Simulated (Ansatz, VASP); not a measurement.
**NaCl in VASP and in Ansatz**

Contents of INCAR:

```
PREC     = Accurate       # precision mode
ENCUT    = 520            # plane-wave cutoff, eV
EDIFF    = 1E-7           # SCF threshold, eV
ISMEAR   = 0              # smearing method
SIGMA    = 0.03           # smearing width, eV
LREAL    = False          # projectors in reciprocal space
LASPH    = True           # aspherical terms in the spheres
NELM     = 80             # most SCF steps
ALGO     = Normal         # electronic algorithm
ISIF     = 2              # what is computed and relaxed
LWAVE    = False          # write WAVECAR
LCHARG   = False          # write CHGCAR
GGA      = PE             # functional
NBANDS   = 14             # bands
```

Contents of KPOINTS:

```
regular mesh
0
Gamma
  8 8 8
```

The input POSCAR:

```
NaCl
1.0
    0.0000000000      2.7940632177      2.7940632177
    2.7940632177      0.0000000000      2.7940632177
    2.7940632177      2.7940632177      0.0000000000
Cl Na
1 1
Direct
    0.5000000000      0.5000000000      0.5000000000
    0.0000000000      0.0000000000      0.0000000000
```

Contents of input.yaml:

```yaml
crystal:
  lattice:
    - [0.0, 2.7940632177, 2.7940632177]
    - [2.7940632177, 0.0, 2.7940632177]
    - [2.7940632177, 2.7940632177, 0.0]
  atoms:
    - { symbol: Cl, position: [0.5, 0.5, 0.5] }
    - { symbol: Na, position: [0.0, 0.0, 0.0] }
hamiltonian:
  xc: pbe
  pseudopotentials: { kind: paw }
kpoints:
  mp_grid: { grid: [8, 8, 8] }
scf:
  occupations: { method: gaussian, width: 0.03 }
output:
  forces: true
  stress: true
  eigenvalues: true
  write_density: true
  write_potential: true
  elf: true
  volumetric_format: npy
```

Alike in both runs: task single point; functional PBE; k mesh 8 × 8 × 8; occupations gaussian, width 0.03 eV; no spin polarisation.

|  | VASP | Ansatz |
| --- | --- | --- |
| version | VASP 6.6.1 | Ansatz 0.2.0 |
| potentials or method | VASP PAW PBE potentials, release 64 (Cl, Na_pv) | Ansatz PAW |
| plane-wave cutoff (eV) | 520 | 420 |
| valence electrons in the cell | 14 | 16 |

```csv
,VASP,Ansatz,Ansatz less VASP
gap on the k mesh at the Fermi level (eV),5.22,5.22,0.000
least direct gap on the mesh (eV),5.22,5.22,0.000
pressure (GPa),1.5,1.5,+0.03
```

VASP's potentials hold 14 valence electrons a cell and Ansatz's 16, so a difference there can come from the potentials and not from the codes.
